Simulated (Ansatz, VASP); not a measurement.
## CO in VASP and in Ansatz

The input INCAR:

```
  ALGO = Normal
  EDIFF = 1E-7
  EDIFFG = -0.01
  ENCUT = 600
  GGA = PE
  GGA_COMPAT = F
  IBRION = 2
  ISIF = 3
  ISMEAR = 0
  LASPH = T
  LCHARG = F
  LREAL = F
  LWAVE = F
  NELM = 120
  NELMIN = 4
  NSW = 100
  PREC = Accurate
  SIGMA = 0.01
```

The input KPOINTS:

```
k-points
0
Gamma
  16 16 16
```

POSCAR

```
CO
1.0
    0.0000000000      1.9877274082      1.9877274082
    1.9877274082      0.0000000000      1.9877274082
    1.9877274082      1.9877274082      0.0000000000
C O
1 1
Direct
    0.0000000000      0.0000000000      0.0000000000
    0.5000000000      0.5000000000      0.5000000000
```

Input for Ansatz:

```yaml
crystal:
  lattice:
    - [0.0, 1.9877274082, 1.9877274082]
    - [1.9877274082, 0.0, 1.9877274082]
    - [1.9877274082, 1.9877274082, 0.0]
  atoms:
    - { symbol: C, position: [0.0, 0.0, 0.0] }
    - { symbol: O, position: [0.5, 0.5, 0.5] }
basis:
  ecutwfc: 420
kpoints:
  mp_grid: { grid: [16, 16, 16] }
hamiltonian:
  xc: pbe
scf:
  occupations: { method: gaussian, width: 0.01 }
output:
  forces: true
  stress: true
  eigenvalues: true
relax:
  adjacent_minimum: "off"
  f_tol: 0.01
  max_steps: 80
  cell: { stress_tol: 0.05 }
```

Alike in both runs: task relaxation of cell and atoms; functional PBE; k mesh 16 × 16 × 16; occupations gaussian, width 0.01 eV; no spin polarisation.

```csv
,VASP,Ansatz
version,VASP 6.6.1,Ansatz 0.2.0
potentials or method,"VASP PAW PBE potentials, release 64 (C, O), cutoff 600 eV","scalar-relativistic, plane waves, PAW"
valence electrons in the cell,10,10
```

```tsv
	VASP	Ansatz	Ansatz less VASP
gap on the k mesh at the Fermi level, each at its own relaxed structure (eV)	0.10	0.10	-0.004
relaxed volume (Å³/atom)	7.83	7.85	+0.020
relaxed cell length with the largest relative difference (Å)	2.808	2.811	+0.0024
```
